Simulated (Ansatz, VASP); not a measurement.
# WSe: VASP beside Ansatz

Contents of INCAR:

```
SYSTEM = WSe
PREC = Accurate
ENCUT = 520
EDIFF = 1E-7
ISMEAR = 0
SIGMA = 0.1
LREAL = .False.
LASPH = .True.
NELM = 150
ALGO = Normal
ISIF = 2
LWAVE = .False.
LCHARG = .False.
ISPIN = 2
MAGMOM = 1 0
LORBIT = 11
LMAXMIX = 4
LDAU = .True.
LDAUTYPE = 2
LDAUL = 2 -1
LDAUU = 6.2 0
LDAUJ = 0 0
LDAUPRINT = 1
GGA = PE
NBANDS = 21
```

Contents of KPOINTS:

```
Automatic mesh
0
Gamma
  12 12 12
  0 0 0
```

The input POSCAR:

```
WSe
1.0
    0.0000000000      2.9087835151      2.9087835151
    2.9087835151      0.0000000000      2.9087835151
    2.9087835151      2.9087835151      0.0000000000
W Se
1 1
Direct
    0.0000000000      0.0000000000      0.0000000000
    0.5000000000      0.5000000000      0.5000000000
```

Input for Ansatz:

```yaml
crystal:
  lattice:
    - [0.0, 2.9087835126, 2.9087835126]
    - [2.9087835126, 0.0, 2.9087835126]
    - [2.9087835126, 2.9087835126, 0.0]
  atoms:
    - { symbol: W, position: [0.0, 0.0, 0.0], spin: 1.0 }
    - { symbol: Se, position: [0.5, 0.5, 0.5] }
basis:
  ecutwfc: 420
kpoints:
  mp_grid: { grid: [12, 12, 12] }
hamiltonian:
  xc: pbe
  hubbard: { sites: [{ species: W, l: d, u_eff: 6.2 }] }
scf:
  occupations: { method: gaussian, width: 0.1 }
output:
  forces: true
  stress: true
  eigenvalues: true
  populations: true
magnetization:
  spin_polarized: true
```

Alike in both runs: task single point; functional PBE; k mesh 12 × 12 × 12; occupations gaussian, width 0.1 eV; collinear spin; Hubbard terms W d U = 6.2 eV.

|  | VASP | Ansatz |
| --- | --- | --- |
| version | VASP 6.6.1 | Ansatz 0.2.0 |
| potentials or method | VASP PAW PBE potentials, release 64 (W_sv, Se), cutoff 520 eV | scalar-relativistic, plane waves, PAW |
| valence electrons in the cell | 20 | 30 |

VASP gave:

* gap on the k mesh at the Fermi level (eV): none
* pressure (GPa): -4.6
* net moment per atom (μB): 1.99
* size of the moment on the site where the two differ most (μB): 0.09

**Question.** Which values does Ansatz return?

**Answer.** gap on the k mesh at the Fermi level (eV): none; pressure (GPa): -2.5; net moment per atom (μB): 2.00; size of the moment on the site where the two differ most (μB): 0.27.

Site moments also hang on the region over which each program counts them. The programs project onto different local orbitals, so the same U acts differently, and such runs can settle in different states. A gap of «none» marks a metal or a gap that the smearing closes. VASP's potentials hold 20 valence electrons a cell and Ansatz's 30, so a difference there can come from the potentials and not from the codes. Ansatz's warnings: filled band counts differ across k points.

Spin-orbit coupling is off throughout.
